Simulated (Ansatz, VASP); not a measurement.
**AlNi in VASP and in Ansatz**

The input INCAR:

```
PREC     = Accurate       # precision mode
ENCUT    = 600            # plane-wave cutoff, eV
EDIFF    = 1E-6           # SCF threshold, eV
ISMEAR   = -1             # smearing method
SIGMA    = 0.05           # smearing width, eV
LREAL    = F              # projectors in reciprocal space
LASPH    = T              # aspherical terms in the spheres
NELM     = 150            # most SCF steps
ALGO     = Normal         # electronic algorithm
ISIF     = 3              # what is computed and relaxed
LWAVE    = F              # write WAVECAR
LCHARG   = F              # write CHGCAR
ISPIN    = 2              # spin polarisation
MAGMOM   = 1 0            # initial moments
LORBIT   = 11             # projections on sites
LMAXMIX  = 4              # l up to which the mixer works
GGA      = B5             # functional
ALDAX    = 1.0          
AGGAX    = 1.0          
AGGAC    = 1.0          
ALDAC    = 0.0          
IVDW     = 13             # dispersion correction
VDW_S6   = 1.0          
VDW_S8   = 2.34076671   
VDW_A1   = 0.44488865   
VDW_A2   = 4.0933009    
IBRION   = 2              # ionic algorithm
NSW      = 80             # ionic steps
EDIFFG   = -0.02          # ionic threshold
```

File KPOINTS:

```
regular mesh
0
Gamma
  9 9 9
```

File POSCAR:

```
AlNi
1.0
    2.8810000000      0.0000000000      0.0000000000
    0.0000000000      2.8810000000      0.0000000000
    0.0000000000      0.0000000000      2.8810000000
Ni Al
1 1
Direct
    0.5000000000      0.5000000000      0.5000000000
    0.0000000000      0.0000000000      0.0000000000
```

File input.yaml:

```yaml
crystal:
  lattice:
    - [2.881, 0.0, 0.0]
    - [0.0, 2.881, 0.0]
    - [0.0, 0.0, 2.881]
  atoms:
    - { symbol: Ni, position: [0.5, 0.5, 0.5], spin: 1.0 }
    - { symbol: Al, position: [0.0, 0.0, 0.0] }
kpoints:
  mp_grid: { grid: [9, 9, 9] }
scf:
  occupations: { method: fermi_dirac, width: 0.05 }
hamiltonian:
  xc: blyp
  dispersion: d4
  pseudopotentials: { kind: all_electron, lapw: { basis_error: 0.001 } }
magnetization:
  spin_polarized: true
output:
  forces: true
  stress: true
relax:
  f_tol: 0.02
  max_steps: 60
  cell: {}
```

Alike in both runs: task relaxation of cell and atoms; functional BLYP; dispersion D4; k mesh 9 × 9 × 9; occupations fermi-dirac, width 0.05 eV; collinear spin.

```csv
,VASP,Ansatz
version,VASP 6.6.1,Ansatz 0.2.0
potentials or method,"VASP PAW PBE potentials, release 64 (Ni, Al), cutoff 600 eV","all-electron LAPW, scalar-relativistic"
```

VASP gave:

```
net moment per atom (μB)                                     : 0.00
relaxed volume (Å³/atom)                                     : 11.63
relaxed cell length with the largest relative difference (Å) : 2.855
```

Problem. Estimate Ansatz's values.

Solution. net moment per atom (μB): 0.00; relaxed volume (Å³/atom): 11.61; relaxed cell length with the largest relative difference (Å): 2.853.

VASP's potentials were made for PBE, not for BLYP. Ansatz ran all-electron here, and VASP with PAW potentials.
